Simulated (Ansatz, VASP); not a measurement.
## BaTiO3: VASP beside Ansatz

```
Ba Ti O
1.0
     3.72468   -0.38464    0.02237
    -0.25172    3.27263    3.11008
     0.28889   -2.75054    2.58992
Ba Ti O
1 1 3
Direct
  0.00364 0.99727 0.99850
  0.50025 0.51161 0.51018
  0.99835 0.49282 0.49504
  0.49991 0.50154 0.99454
  0.49786 0.99299 0.49796
```

Alike in both runs: functional PBE; k mesh 6 × 5 × 6; occupations fermi-dirac, width 0.05 eV; no spin polarisation.

```csv
,VASP,Ansatz
version,VASP 6.6.1,Ansatz 0.2.0
potentials or method,"VASP PAW PBE potentials, release 64 (Ba_sv, Ti_sv, O)",Ansatz PAW
plane-wave cutoff (eV),520,420
valence electrons in the cell,40,40
task,single point,band structure
```

Ansatz gave:

- gap on the k mesh at the Fermi level (eV): 0.73
- least direct gap on the mesh (eV): 0.83
- pressure (GPa): 17.0
- traceless stress, the component that is largest in VASP (GPa): 23.50
- rms of the force components (eV/Å): 0.267

Q: What did VASP give for the same quantities?

A: gap on the k mesh at the Fermi level (eV): 0.64; least direct gap on the mesh (eV): 0.77; pressure (GPa): 19.5; traceless stress, the component that is largest in VASP (GPa): 24.86; rms of the force components (eV/Å): 0.279.

Atom by atom the forces differ by 0.018 eV/Å (rms over components).

Spin-orbit coupling is off throughout.
